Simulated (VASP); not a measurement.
# Si (Fd-3m) in VASP: single point with PBEsol

Aim: the single point of Si with PBEsol.

Program: VASP 6.6.1. These are calculated values, not measurements. Logs are shortened: lines on timing, memory, paths and dates and some standing lists are left out, and cuts for length are marked.

**1. The cell of the first run**

Symmetry: Fd-3m, No. 227, cubic system. Conventional cell: a = 5.807 Å, b = 5.807 Å, c = 5.807 Å, α = 90.00°, β = 90.00°, γ = 90.00°. Si (site symmetry -43m) has 4 Si at 2.51 Å within 3.3 Å.

**2. Single point, PBEsol (Sn replaced by Si, lengths x 0.879, strained)**

INCAR reads:

```
SYSTEM = Si
ALGO     = Normal         ! electronic algorithm
EDIFF    = 1E-6           ! SCF threshold, eV
ENCUT    = 520            ! plane-wave cutoff, eV
GGA      = PS             ! functional
ISIF     = 2              ! what is computed and relaxed
ISMEAR   = 0              ! smearing method
LASPH    = .TRUE.         ! aspherical terms in the spheres
LCHARG   = .FALSE.        ! write CHGCAR
LREAL    = .FALSE.        ! projectors in reciprocal space
LWAVE    = .FALSE.        ! write WAVECAR
NBANDS   = 11             ! bands
NELM     = 80             ! most SCF steps
PREC     = Accurate       ! precision mode
SIGMA    = 0.1            ! smearing width, eV
```

KPOINTS reads:

```
k-points
0
G
  6 6 6
  0 0 0
```

POSCAR reads:

```
Si
1.0
    0.0000000000      2.9032877822      2.9032877822
    2.9032877822      0.0000000000      2.9032877822
    2.9032877822      2.9032877822      0.0000000000
Si
2
Direct
    0.5000000000      0.5000000000      0.5000000000
    0.7500000000      0.7500000000      0.7500000000
```

Potentials or basis: VASP PAW PBE potentials, release 64 (Si).

Run with:

```bash
$ cat potpaw_PBE.64/Si/POTCAR > POTCAR
$ mpirun -np 1 vasp_std > vasp.out
```

OUTCAR:

```text
SYSTEM = Si
   EDIFF = 1E-6
   ENCUT = 520
   GGA = PS
   ISIF = 2
   ISMEAR = 0
   LASPH = .TRUE.
   LREAL = .FALSE.
   NELM = 80
   PREC = Accurate

 ion  position               nearest neighbor table
   1  0.500  0.500  0.500-   2 2.51   2 2.51   2 2.51   2 2.51
   2  0.750  0.750  0.750-   1 2.51   1 2.51   1 2.51   1 2.51

  LATTYP: Found a face centered cubic cell.
 ALAT       =     5.8065755644

  Lattice vectors:

 A1 = (   0.0000000000,   2.9032877822,   2.9032877822)
 A2 = (   2.9032877822,   0.0000000000,   2.9032877822)
 A3 = (   2.9032877822,   2.9032877822,   0.0000000000)

Analysis of symmetry for initial positions (statically):
=====================================================================
 Subroutine PRICEL returns:
 Original cell was already a primitive cell.

 Routine SETGRP: Setting up the symmetry group for a
 face centered cubic supercell.

 Subroutine GETGRP returns: Found 48 space group operations
 (whereof 24 operations were pure point group operations)
 out of a pool of 48 trial point group operations.

The static configuration has the point symmetry T_d .
 The point group associated with its full space group is O_h .

Analysis of symmetry for dynamics (positions and initial velocities):
=====================================================================
 Subroutine PRICEL returns:
 Original cell was already a primitive cell.

 Routine SETGRP: Setting up the symmetry group for a
 face centered cubic supercell.

 Subroutine GETGRP returns: Found 48 space group operations
 (whereof 24 operations were pure point group operations)
 out of a pool of 48 trial point group operations.

The dynamic configuration has the point symmetry T_d .
 The point group associated with its full space group is O_h .

 Subroutine INISYM returns: Found 48 space group operations
 (whereof 24 operations are pure point group operations),
 and found     1 'primitive' translations

----------------------------------------------------------------------------------------

                                     Primitive cell

  volume of cell :      48.9441

  direct lattice vectors                    reciprocal lattice vectors
     0.000000000  2.903287782  2.903287782    -0.172218546  0.172218546  0.172218546
     2.903287782  0.000000000  2.903287782     0.172218546 -0.172218546  0.172218546
     2.903287782  2.903287782  0.000000000     0.172218546  0.172218546 -0.172218546

  length of vectors
     4.105868957  4.105868957  4.105868957     0.298291271  0.298291271  0.298291271

[... 81 lines left out ...]
   PSTRESS=    0.0 pullay stress
   NELECT =       8.0000    total number of electrons
   NUPDOWN=      -1.0000    fix difference up-down
   EMIN   =  10.00;   EMAX   =-10.00  energy-range for DOS
   EFERMI =   0.00;   METHOD = LEGACY
   ISMEAR =     0;   SIGMA  =   0.10  broadening in eV -4-tet -1-fermi 0-gaus
   EFERMI_NEDOS =   21; number of points for ismear=-14 and -15
   IALGO  =     38    algorithm
   IMIX   =      4    mixing-type and parameters
     AMIX     =   0.40;   BMIX     =  1.00
     AMIX_MAG =   1.60;   BMIX_MAG =  1.00
  volume/ion in A,a.u.               =      24.47       165.15
  Fermi-wavevector in a.u.,A,eV,Ry     =   0.895100  1.691493 10.901035  0.801203
  Thomas-Fermi vector in A             =   2.017389
   LORBIT       =      0    0 simple, 1 ext, 2 COOP (PROOUT), +10 PAW based schemes
   GGA     = PS    functional components
   LHFCALC =     F    Hartree Fock is set to
   AEXX    =    0.0000 exact exchange contribution
   IVDW    =     0    specifies the selected vdW correction
   LEPSILON=     F    determine dielectric tensor
   LRPA    =     F    only Hartree local field effects (RPA)
 non-spin polarized calculation
 Gauss-broadening in eV      SIGMA  =   0.10
  energy-cutoff  :      520.00
  volume of cell :       48.94
 maximum number of plane-waves:      1363
 NGX is ok and might be reduce to    32
   NGX = 15   NGY = 15   NGZ = 15

 number of electron       8.0000001 magnetization

 Free energy of the ion-electron system (eV)
  ---------------------------------------------------
  ext. energy  EPLUGINS =         0.00000000
  ---------------------------------------------------
  free energy    TOTEN  =       -11.07444733 eV

  energy without entropy =      -11.07444733  energy(sigma->0) =      -11.07444733

 E-fermi :   4.3304     XC(G=0):  -8.7966

 val. band max:        3.9420836323   @ k =   0.0000   0.0000   0.0000
 cond. band min:       4.7206840093   @ k =   0.5000   0.0000   0.0000
 fundamental gap:      0.7786003769
 Fermi energy:         4.3303562392

 k-point     1 :       0.0000    0.0000    0.0000
  band No.  band energies     occupation
      1      -6.7817      2.00000
      2       3.9421      2.00000
      3       3.9421      2.00000
      4       3.9421      2.00000
      5       5.1424      0.00000
      6       6.3521      0.00000
      7       6.3521      0.00000
      8       6.3521      0.00000
      9      10.8946      0.00000
     10      11.4896      0.00000
     11      11.4896      0.00000
[... 197 lines left out ...]
 k-point    16 :      -0.3333    0.5000    0.1667
  band No.  band energies     occupation
      1      -3.2390      2.00000
      2      -3.2390      2.00000
      3       0.9672      2.00000
      4       0.9672      2.00000
      5       6.5519      0.00000
      6       6.5519      0.00000
      7       9.8814      0.00000
      8       9.8814      0.00000
      9      13.2739      0.00000
     10      13.2739      0.00000
     11      15.3671      0.00000

------------------------ aborting loop because EDIFF is reached ----------------------------------------

  FORCE on cell =-STRESS in cart. coord.  units (eV):
  Direction    XX          YY          ZZ          XY          YZ          ZX
  --------------------------------------------------------------------------------------
  -------------------------------------------------------------------------------------
  Total       -3.6717233     -3.6717233     -3.6717233     -0.0000000      0.0000000     -0.0000000
  in kB     -120.1933034   -120.1933034   -120.1933034     -0.0000000      0.0000000     -0.0000000
  external PRESSURE =    -120.1933034 kB  Pullay stress =       0.0000000 kB

 VOLUME and BASIS-vectors are now :
 -----------------------------------------------------------------------------
  energy-cutoff  :      520.00
  volume of cell :       48.94
      direct lattice vectors                 reciprocal lattice vectors
     0.000000000  2.903287782  2.903287782    -0.172218546  0.172218546  0.172218546
     2.903287782  0.000000000  2.903287782     0.172218546 -0.172218546  0.172218546
     2.903287782  2.903287782  0.000000000     0.172218546  0.172218546 -0.172218546

 POSITION                                       TOTAL-FORCE (eV/Angst)
 -----------------------------------------------------------------------------------
      2.90329      2.90329      2.90329         0.000000      0.000000      0.000000
      4.35493      4.35493      4.35493        -0.000000     -0.000000     -0.000000
 -----------------------------------------------------------------------------------
    total drift:                               -0.000000     -0.000000     -0.000000

  FREE ENERGIE OF THE ION-ELECTRON SYSTEM (eV)
  ---------------------------------------------------
  free  energy   TOTEN  =       -11.0744473307 eV

  energy  without entropy=      -11.0744473302  energy(sigma->0) =      -11.07444733
```

stdout:

```text
POSCAR found type information on POSCAR Si
 POSCAR found :  1 types and       2 ions
 scaLAPACK will be used
 -----------------------------------------------------------------------------
|                                                                             |
|                                                                             |
|     You enforced a specific xc type in the INCAR file but a different       |
|     I HOPE YOU KNOW WHAT YOU ARE DOING!                                     |
|                                                                             |
 -----------------------------------------------------------------------------

 LDA part: xc-table for (Slater+PW92), standard interpolation
 POSCAR, INCAR and KPOINTS ok, starting setup
 FFT: planning ... GRIDC
 FFT: planning ... GRID_SOFT
 FFT: planning ... GRID
 WAVECAR not read
 entering main loop
```

Wall time 3.9 s (1 thread of Intel Xeon Platinum 8488C (Sapphire Rapids), shared host); peak memory 0.16 GiB.

Results:

- Free energy: -11.0744 eV
- Pressure: -12.0 GPa
- Band gap on the k mesh: 0.78 eV (least direct gap 1.20 eV)

Caveat: the cell differs from its parent crystal (Sn replaced by Si, lengths x 0.879, strained); the cell stands under tension; semilocal functionals underestimate gaps, and a narrow one can read as zero; the PAW data sets were made with another functional, which shifts forces and pressure a little. A k mesh can miss the band edges.
